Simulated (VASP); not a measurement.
## AlN: single point with PBEsol+D3(BJ)

The system is AlN.

```
Al N
1.0
     0.00000    2.00834    2.00834
     2.00834    0.00000    2.00834
     2.00834    2.00834    0.00000
Al N
1 1
Direct
  0.00000 0.00000 0.00000
  0.50000 0.50000 0.50000
```

| Quantity | Value |
| --- | --- |
| Program | VASP 6.6.1 |
| Task | single point |
| Functional | PBEsol |
| Dispersion | D3(BJ) |
| Potentials or basis | VASP PAW PBE potentials, release 64 (Al, N) |
| Cutoff | 520 eV |
| k mesh | 8 × 8 × 8 |
| Occupations | methfessel-paxton, width 0.1 eV |
| Spin | no spin polarisation |
| Dipole correction | no |
| Further INCAR settings | ALGO = Normal; EDIFF = 1e-06; NBANDS = 11 |

```
Pressure                   : -0.1 GPa
Band gap on the k mesh     : 4.75 eV, indirect (least direct gap 5.96 eV)
Dispersion energy per atom : -0.292 eV
```

Levels at points of the mesh, in eV from the valence-band top:
| k point | band 1 | band 2 | band 3 | band 4 | band 5 | band 6 | band 7 | band 8 |
| --- | --- | --- | --- | --- | --- | --- | --- | --- |
| (0.00, 0.00, 0.00) | -17.73 | 0.00 | 0.00 | 0.00 | 5.96 | 12.09 | 12.09 | 12.09 |
| (0.50, 0.00, 0.00) | -14.35 | -8.50 | -1.13 | -1.13 | 6.17 | 11.06 | 11.06 | 13.55 |
| (0.50, 0.50, 0.00) | -13.32 | -7.58 | -2.87 | -2.87 | 4.75 | 5.10 | 14.21 | 17.47 |

Wall time 15 s on 1 thread of AMD EPYC 7R13, on a shared host, peak memory 0.12 GiB.

Caveat: the PAW data sets were made with another functional, which shifts forces and pressure a little. A k mesh can miss the band edges.
